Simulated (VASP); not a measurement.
# AlAs (F-43m) in VASP: further runs, part 2 of 2

VASP 6.6.1.

**3. Single point, PBE**

Input file INCAR:

```
ALGO = Normal
EDIFF = 1E-6
ENCUT = 500
GGA = PE
GGA_COMPAT = False
ISIF = 2
ISMEAR = 0
LASPH = True
LCHARG = False
LREAL = False
LWAVE = False
NBANDS = 11
NELM = 120
PREC = Accurate
SIGMA = 0.02
```

Input file KPOINTS:

```
k-points
0
Gamma
  8 8 8
```

Input file POSCAR:

```
AlAs
1.0
    0.0000000000      2.8642081016      2.8642081016
    2.8642081016      0.0000000000      2.8642081016
    2.8642081016      2.8642081016      0.0000000000
Al As
1 1
Direct
    0.0000000000      0.0000000000      0.0000000000
    0.2500000000      0.2500000000      0.2500000000
```

Potentials or basis: VASP PAW PBE potentials, release 64 (Al, As).

Started as:

```sh
$ cat potpaw_PBE.64/Al/POTCAR potpaw_PBE.64/As/POTCAR > POTCAR
$ mpirun -np 1 vasp_std > vasp.out
```

OUTCAR:

```text
EDIFF = 1E-6
   ENCUT = 500
   GGA = PE
   ISIF = 2
   ISMEAR = 0
   LASPH = True
   LREAL = False
   NELM = 120
   PREC = Accurate

 ion  position               nearest neighbor table
   1  0.000  0.000  0.000-   2 2.48   2 2.48   2 2.48   2 2.48
   2  0.250  0.250  0.250-   1 2.48   1 2.48   1 2.48   1 2.48

  LATTYP: Found a face centered cubic cell.
 ALAT       =     5.7284162032

  Lattice vectors:

 A1 = (   0.0000000000,   2.8642081016,   2.8642081016)
 A2 = (   2.8642081016,   0.0000000000,   2.8642081016)
 A3 = (   2.8642081016,   2.8642081016,   0.0000000000)

Analysis of symmetry for initial positions (statically):
=====================================================================
 Subroutine PRICEL returns:
 Original cell was already a primitive cell.

 Routine SETGRP: Setting up the symmetry group for a
 face centered cubic supercell.

 Subroutine GETGRP returns: Found 24 space group operations
 (whereof 24 operations were pure point group operations)
 out of a pool of 48 trial point group operations.

The static configuration has the point symmetry T_d .

Analysis of symmetry for dynamics (positions and initial velocities):
=====================================================================
 Subroutine PRICEL returns:
 Original cell was already a primitive cell.

 Routine SETGRP: Setting up the symmetry group for a
 face centered cubic supercell.

 Subroutine GETGRP returns: Found 24 space group operations
 (whereof 24 operations were pure point group operations)
 out of a pool of 48 trial point group operations.

The dynamic configuration has the point symmetry T_d .

 Subroutine INISYM returns: Found 24 space group operations
 (whereof 24 operations are pure point group operations),
 and found     1 'primitive' translations

----------------------------------------------------------------------------------------

                                     Primitive cell

  volume of cell :      46.9941

  direct lattice vectors                    reciprocal lattice vectors
     0.000000000  2.864208102  2.864208102    -0.174568321  0.174568321  0.174568321
     2.864208102  0.000000000  2.864208102     0.174568321 -0.174568321  0.174568321
     2.864208102  2.864208102  0.000000000     0.174568321  0.174568321 -0.174568321

  length of vectors
     4.050601943  4.050601943  4.050601943     0.302361202  0.302361202  0.302361202

  position of ions in fractional coordinates (direct lattice)
     0.000000000  0.000000000  0.000000000
     0.250000000  0.250000000  0.250000000

  ion indices of the primitive-cell ions
   primitive index   ion index
                 1           1
                 2           2

----------------------------------------------------------------------------------------

 KPOINTS: k-points

Automatic generation of k-mesh.
 Grid dimensions read from file:
 generate k-points for:    8    8    8

 Generating k-lattice:

  Cartesian coordinates                     Fractional coordinates (reciprocal lattice)
    -0.021821040  0.021821040  0.021821040     0.125000000  0.000000000  0.000000000
     0.021821040 -0.021821040  0.021821040     0.000000000  0.125000000  0.000000000
     0.021821040  0.021821040 -0.021821040     0.000000000  0.000000000  0.125000000

  Length of vectors
     0.037795150  0.037795150  0.037795150

  Shift w.r.t. Gamma in fractional coordinates (k-lattice)
     0.000000000  0.000000000  0.000000000

 Subroutine IBZKPT returns following result:
 ===========================================

 Found     29 irreducible k-points:

 Following reciprocal coordinates:
            Coordinates               Weight
  0.000000  0.000000  0.000000      1.000000
  0.125000  0.000000  0.000000      8.000000
  0.250000  0.000000  0.000000      8.000000
  0.375000  0.000000  0.000000      8.000000
  0.500000  0.000000  0.000000      4.000000
  0.125000  0.125000  0.000000      6.000000
[... 16 lines left out ...]
  0.500000  0.250000  0.125000     48.000000
 -0.375000  0.250000  0.125000     24.000000
 [... further k-points ...]
   k-points           NKPTS =     29   k-points in BZ     NKDIM =     29   number of bands    NBANDS=     11
   number of dos      NEDOS =    301   number of ions     NIONS =      2
   total plane-waves  NPLWV =  27000
   dimension x,y,z NGX =    30 NGY =   30 NGZ =   30
   dimension x,y,z NGXF=    60 NGYF=   60 NGZF=   60
   ions per type =               1   1
   NGX,Y,Z   is equivalent  to a cutoff of  12.31, 12.31, 12.31 a.u.
   NGXF,Y,Z  is equivalent  to a cutoff of  24.63, 24.63, 24.63 a.u.
 SYSTEM =  unknown system
   PREC   = accura    normal or accurate (medium, high low for compatibility)
   ISTART =      0    job   : 0-new  1-cont  2-samecut
   ICHARG =      2    charge: 1-file 2-atom 10-const
   ISPIN  =      1    spin polarized calculation?
   LNONCOLLINEAR =      F non collinear calculations
   LSORBIT =      F    spin-orbit coupling
   LASPH  =      T    aspherical Exc in radial PAW
   ENCUT  =  500.0 eV  36.75 Ry    6.06 a.u.   7.39  7.39  7.39*2*pi/ulx,y,z
   NELM   =    120;   NELMIN=  2; NELMDL= -5     # of ELM steps
   EDIFF  = 0.1E-05   stopping-criterion for ELM
   LREAL  =      F    real-space projection
[... 7 lines left out ...]
   TEBEG  =    0.0;   TEEND  =   0.0 temperature during run
   PSTRESS=    0.0 pullay stress
   NELECT =       8.0000    total number of electrons
   NUPDOWN=      -1.0000    fix difference up-down
   EMIN   =  10.00;   EMAX   =-10.00  energy-range for DOS
   EFERMI =   0.00;   METHOD = LEGACY
   ISMEAR =     0;   SIGMA  =   0.02  broadening in eV -4-tet -1-fermi 0-gaus
   EFERMI_NEDOS =   21; number of points for ismear=-14 and -15
   IALGO  =     38    algorithm
   IMIX   =      4    mixing-type and parameters
     AMIX     =   0.40;   BMIX     =  1.00
     AMIX_MAG =   1.60;   BMIX_MAG =  1.00
  volume/ion in A,a.u.               =      23.50       158.57
  Fermi-wavevector in a.u.,A,eV,Ry     =   0.907313  1.714572 11.200535  0.823216
  Thomas-Fermi vector in A             =   2.031105
   LORBIT       =      0    0 simple, 1 ext, 2 COOP (PROOUT), +10 PAW based schemes
   GGA     = PE    functional components
   LHFCALC =     F    Hartree Fock is set to
   AEXX    =    0.0000 exact exchange contribution
   IVDW    =     0    specifies the selected vdW correction
   LEPSILON=     F    determine dielectric tensor
   LRPA    =     F    only Hartree local field effects (RPA)
 non-spin polarized calculation
 Gauss-broadening in eV      SIGMA  =   0.02
  energy-cutoff  :      500.00
  volume of cell :       46.99
 maximum number of plane-waves:      1243
 NGX is ok and might be reduce to    30
   NGX = 15   NGY = 15   NGZ = 15

 number of electron       7.9999999 magnetization

 Free energy of the ion-electron system (eV)
  ---------------------------------------------------
  ext. energy  EPLUGINS =         0.00000000
  ---------------------------------------------------
  free energy    TOTEN  =        -9.38799789 eV

  energy without entropy =       -9.38799789  energy(sigma->0) =       -9.38799789

 E-fermi :   3.7545     XC(G=0):  -8.9035

 val. band max:        3.5916128954   @ k =   0.0000   0.0000   0.0000
 cond. band min:       5.0864891315   @ k =   0.5000   0.5000   0.0000
 fundamental gap:      1.4948762361
 Fermi energy:         3.7544811975

 k-point     1 :       0.0000    0.0000    0.0000
  band No.  band energies     occupation
      1      -8.0776      2.00000
      2       3.5916      2.00000
      3       3.5916      2.00000
      4       3.5916      2.00000
      5       5.3721      0.00000
      6       7.8181      0.00000
      7       7.8181      0.00000
      8       7.8181      0.00000
      9      12.2729      0.00000
     10      12.5333      0.00000
     11      12.5333      0.00000

 k-point     2 :       0.1250    0.0000    0.0000
  band No.  band energies     occupation
      1      -7.9316      2.00000
      2       2.1671      2.00000
      3       3.4361      2.00000
      4       3.4361      2.00000
      5       6.1720      0.00000
      6       8.0911      0.00000
      7       8.0911      0.00000
      8       8.1752      0.00000
      9      11.9515      0.00000
     10      11.9515      0.00000
     11      12.9928      0.00000
[... 295 lines left out ...]
 k-point    24 :      -0.3750    0.2500    0.1250
  band No.  band energies     occupation
      1      -6.4905      2.00000
      2      -1.5411      2.00000
      3       0.9904      2.00000
      4       2.1089      2.00000
      5       7.1712      0.00000
      6       7.8023      0.00000
      7      10.1295      0.00000
      8      11.0934      0.00000
      9      11.8095      0.00000
     10      14.4536      0.00000
     11      15.6740      0.00000

 [... further k-points ...]
[... 5 lines left out ...]
  --------------------------------------------------------------------------------------
  -------------------------------------------------------------------------------------
  Total        0.0460993      0.0460993      0.0460993      0.0000000      0.0000000      0.0000000
  in kB        1.5716687      1.5716687      1.5716687      0.0000000      0.0000000      0.0000000
  external PRESSURE =       1.5716687 kB  Pullay stress =       0.0000000 kB

 VOLUME and BASIS-vectors are now :
 -----------------------------------------------------------------------------
  energy-cutoff  :      500.00
  volume of cell :       46.99
      direct lattice vectors                 reciprocal lattice vectors
     0.000000000  2.864208102  2.864208102    -0.174568321  0.174568321  0.174568321
     2.864208102  0.000000000  2.864208102     0.174568321 -0.174568321  0.174568321
     2.864208102  2.864208102  0.000000000     0.174568321  0.174568321 -0.174568321

 POSITION                                       TOTAL-FORCE (eV/Angst)
 -----------------------------------------------------------------------------------
      0.00000      0.00000      0.00000         0.000000      0.000000      0.000000
      1.43210      1.43210      1.43210        -0.000000     -0.000000     -0.000000
 -----------------------------------------------------------------------------------
    total drift:                               -0.000000     -0.000000     -0.000000

  FREE ENERGIE OF THE ION-ELECTRON SYSTEM (eV)
  ---------------------------------------------------
  free  energy   TOTEN  =        -9.3879978866 eV

  energy  without entropy=       -9.3879978866  energy(sigma->0) =       -9.38799789
```

stdout:

```text
POSCAR found type information on POSCAR AlAs
 POSCAR found :  2 types and       2 ions
 scaLAPACK will be used
 LDA part: xc-table for (Slater+PW92), standard interpolation
 POSCAR, INCAR and KPOINTS ok, starting setup
 FFT: planning ... GRIDC
 FFT: planning ... GRID_SOFT
 FFT: planning ... GRID
 WAVECAR not read
 entering main loop
```

Run time: 21 s. Hardware: 1 thread of Intel Xeon 8259CL, shared host; peak memory 0.17 GiB.

Results:

```
Free energy            : -9.3880 eV
Pressure               : 0.2 GPa
Band gap on the k mesh : 1.49 eV (least direct gap 1.78 eV)
```

Levels at points of the mesh, in eV from the valence-band top:
```
           k point  band 1  band 2  band 3  band 4  band 5  band 6  band 7  band 8
(0.00, 0.00, 0.00)  -11.67    0.00    0.00    0.00    1.78    4.23    4.23    4.23
(0.50, 0.00, 0.00)  -10.33   -5.42   -0.80   -0.80    2.01    4.65    4.65    7.68
(0.50, 0.50, 0.00)   -9.81   -5.31   -2.10   -2.10    1.49    2.29   10.06   10.06
```

**4. Relaxation of cell and atoms, PBE**

This run uses another cell than the first one, of 22.67 Å³/atom.

Input file INCAR:

```
SYSTEM = AlAs
  PREC = Accurate
  ENCUT = 500
  EDIFF = 1E-7
  ISMEAR = 0
  SIGMA = 0.02
  LREAL = .False.
  LASPH = .True.
  NELM = 120
  ALGO = Normal
  ISIF = 3
  LWAVE = .False.
  LCHARG = .False.
  GGA = PE
  IBRION = 2
  NSW = 100
  EDIFFG = -0.002
  GGA_COMPAT = .False.
  NELMIN = 4
```

Input file KPOINTS:

```
Automatic mesh
0
Gamma
  8 8 8
  0 0 0
```

Input file POSCAR:

```
AlAs
1.0
    0.0000000000      2.8304000000      2.8304000000
    2.8304000000      0.0000000000      2.8304000000
    2.8304000000      2.8304000000      0.0000000000
Al As
1 1
Direct
    0.0000000000      0.0000000000      0.0000000000
    0.2500000000      0.2500000000      0.2500000000
```

Started as:

```sh
$ cat potpaw_PBE.64/Al/POTCAR potpaw_PBE.64/As/POTCAR > POTCAR
$ mpirun -np 1 vasp_std > vasp.out
```

Wall time 36 s (1 thread of Intel Xeon 8259CL, shared host); peak memory 0.17 GiB.

Results (log left out):

```yaml
Free_energy: -9.3880 eV
Relaxed_volume: 23.55 Å³/atom
Relaxed_cell: a = 4.054 Å, b = 4.054 Å, c = 4.054 Å, α = 60.00°, β = 60.00°, γ = 60.00°
Space_group_after_relaxing_to_0.1_Å: F-43m (No. 216)
Energy_gained_by_relaxing: 7.3 meV/atom
Ionic_steps: 3
Pressure_after_relaxing: 0.0 GPa
Band_gap_on_the_k_mesh: 1.50 eV (least direct gap 1.76 eV)
```

Step by step:
| step | energy change (eV) | largest force (eV/Å) | pressure (GPa) | volume (Å³) |
| --- | --- | --- | --- | --- |
| 1 | 0.0000 | 0.0000 | 2.77 | 45.35 |
| 2 | -0.0113 | 0.0000 | -1.18 | 47.97 |
| 3 | -0.0146 | 0.0000 | 0.01 | 47.10 |

Final structure:
```xyz
2
Lattice="0.0000 2.8663 2.8663 2.8663 0.0000 2.8663 2.8663 2.8663 0.0000" Properties=species:S:1:pos:R:3 pbc="T T T"
Al    0.0000    0.0000    0.0000
As    1.4331    1.4331    1.4331
```

Levels at points of the mesh, in eV from the valence-band top:
```csv
k point,band 2,band 3,band 4,band 5,band 6,band 7
"(0.00, 0.00, 0.00)",0.00,0.00,0.00,1.76,4.22,4.22
"(0.50, 0.00, 0.00)",-5.41,-0.80,-0.80,2.00,4.65,4.65
"(0.50, 0.50, 0.00)",-5.30,-2.09,-2.09,1.50,2.29,10.04
```

A k mesh can miss the band edges. Zero-point motion and thermal expansion aren't in these numbers.
